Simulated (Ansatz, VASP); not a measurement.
One calculation of SrO, two programs

File POSCAR:

```
SrO
1.0
    0.0000000000      2.5806600000      2.5806600000
    2.5806600000      0.0000000000      2.5806600000
    2.5806600000      2.5806600000      0.0000000000
Sr O
1 1
Direct
    0.0000000000      0.0000000000      0.0000000000
    0.5000000000      0.5000000000      0.5000000000
```

Contents of INCAR.step1:

```
ALGO = Normal
EDIFF = 1E-4
ENCUT = 600
GGA = PE
ISMEAR = 0
LASPH = True
LCHARG = False
LREAL = False
LWAVE = True
NELM = 100
PREC = Accurate
SIGMA = 0.02
```

Contents of INCAR.step2:

```
ALGO = Normal
EDIFF = 1E-6
EDIFFG = -0.002
ENCUT = 600
IBRION = 2
ISIF = 3
ISMEAR = 0
ISTART = 1
LASPH = True
LCHARG = False
LMIXTAU = True
LREAL = False
LWAVE = False
METAGGA = R2SCAN
NELM = 100
NSW = 100
PREC = Accurate
SIGMA = 0.02
```

Contents of KPOINTS:

```
k-points
0
Gamma
  6 6 6
```

Input for Ansatz:

```yaml
crystal:
  lattice:
    - [0.0, 2.58066, 2.58066]
    - [2.58066, 0.0, 2.58066]
    - [2.58066, 2.58066, 0.0]
  atoms:
    - { symbol: Sr, position: [0.0, 0.0, 0.0] }
    - { symbol: O, position: [0.5, 0.5, 0.5] }
basis:
  ecutwfc: 500
kpoints:
  mp_grid: { grid: [6, 6, 6] }
hamiltonian:
  xc: r2scan
  pseudopotentials: { kind: paw, azcp: { folder: soft_1 } }
scf:
  occupations: { method: gaussian, width: 0.02 }
output:
  forces: true
  stress: true
  eigenvalues: true
relax:
  adjacent_minimum: "off"
  f_tol: 0.002
  max_steps: 80
  cell: { stress_tol: 0.02 }
```

Alike in both runs: task relaxation of cell and atoms; functional r2SCAN; k mesh 6 × 6 × 6; occupations gaussian, width 0.02 eV; no spin polarisation.

|  | VASP | Ansatz |
| --- | --- | --- |
| version | VASP 6.6.1 | Ansatz 0.2.0 |
| potentials or method | VASP PAW PBE potentials, release 64 (Sr_sv, O), cutoff 600 eV | scalar-relativistic, plane waves, PAW |
| valence electrons in the cell | 16 | 16 |

Ansatz gave:

| Item | Value |
| --- | --- |
| gap on the k mesh at the Fermi level, each at its own relaxed structure (eV) | 3.80 |
| relaxed volume (Å³/atom) | 17.18 |
| relaxed length of the cell vector where the two differ most in proportion (Å) | 3.649 |

Estimate VASP's values.

gap on the k mesh at the Fermi level, each at its own relaxed structure (eV): 3.75; relaxed volume (Å³/atom): 17.25; relaxed length of the cell vector where the two differ most in proportion (Å): 3.654.

VASP's potentials were made for PBE, not for r2SCAN.
